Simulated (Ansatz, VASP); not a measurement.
**One calculation of Lu, two programs**

Contents of INCAR:

```
SYSTEM = Lu
  PREC = Accurate
  ENCUT = 520
  EDIFF = 1E-7
  ISMEAR = -1
  SIGMA = 0.1
  LREAL = .False.
  LASPH = .True.
  NELM = 100
  ALGO = Normal
  ISIF = 2
  LWAVE = .False.
  LCHARG = .True.
  GGA = PE
  LELF = .True.
  LVHAR = .True.
  NBANDS = 18
```

KPOINTS

```
regular mesh
0
Gamma
  15 15 15
  0 0 0
```

File POSCAR:

```
Lu
1.0
    0.0000000000      2.4409205571      2.4409205571
    2.4409205571      0.0000000000      2.4409205571
    2.4409205571      2.4409205571      0.0000000000
Lu
1
Direct
    0.0000000000      0.0000000000      0.0000000000
```

Input for Ansatz:

```yaml
crystal:
  lattice:
    - [0.0, 2.4409205571, 2.4409205571]
    - [2.4409205571, 0.0, 2.4409205571]
    - [2.4409205571, 2.4409205571, 0.0]
  atoms:
    - { symbol: Lu, position: [0.0, 0.0, 0.0] }
kpoints:
  mp_grid: { grid: [15, 15, 15] }
scf:
  occupations: { method: fermi_dirac, width: 0.1 }
hamiltonian:
  xc: pbe
  pseudopotentials: { kind: all_electron, datasets: crystal }
output:
  forces: true
  stress: true
  eigenvalues: true
```

Change from the starting cell: volume scaled by 1, crystal datasets.

Alike in both runs: task single point; functional PBE; k mesh 15 × 15 × 15; occupations fermi-dirac, width 0.1 eV; no spin polarisation.

|  | VASP | Ansatz |
| --- | --- | --- |
| version | VASP 6.6.1 | Ansatz 0.2.0 |
| potentials or method | VASP PAW PBE potentials, release 64 (Lu), cutoff 520 eV | all-electron PAW with datasets made for the crystal, scalar-relativistic |

|  | VASP | Ansatz | Ansatz less VASP |
| --- | --- | --- | --- |
| pressure (GPa) | 0.1 | 0.0 | -0.14 |

Ansatz ran all-electron here, and VASP with PAW potentials.

Spin-orbit coupling is off throughout.
